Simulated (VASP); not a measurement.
A run of VASP 6.6.1 is set up as follows.

Contents of INCAR:

```
SYSTEM = Ba
PREC = Accurate ; ENCUT = 600
EDIFF = 1E-8 ; ISMEAR = -1
SIGMA = 0.15 ; LREAL = .FALSE.
LASPH = .TRUE. ; NELM = 80
ALGO = Normal ; ISIF = 3
LWAVE = .FALSE. ; LCHARG = .FALSE.
GGA = CA ; IBRION = 6
NFREE = 2 ; POTIM = 0.015
NSW = 1
```

The input KPOINTS:

```
Automatic mesh
0
G
  12 12 12
  0 0 0
```

POSCAR

```
Ba
1.0
   -2.5125000000      2.5125000000      2.5125000000
    2.5125000000     -2.5125000000      2.5125000000
    2.5125000000      2.5125000000     -2.5125000000
Ba
1
Direct
    0.0000000000      0.0000000000      0.0000000000
```

Potentials or basis: VASP PAW LDA potentials, release 64 (Ba_sv).

The run is started by

```console
$ cat potpaw_LDA.64/Ba_sv/POTCAR > POTCAR
$ mpirun -np 1 vasp_std > vasp.out
```

(1) Estimate the elastic constants C11, C12, C44.

(2) What does it give for the Voigt bulk modulus?

Answers

(1) 9, 7, 9 GPa.

(2) 8 GPa.

Caveat: the cell is under stress, which shifts elastic constants.
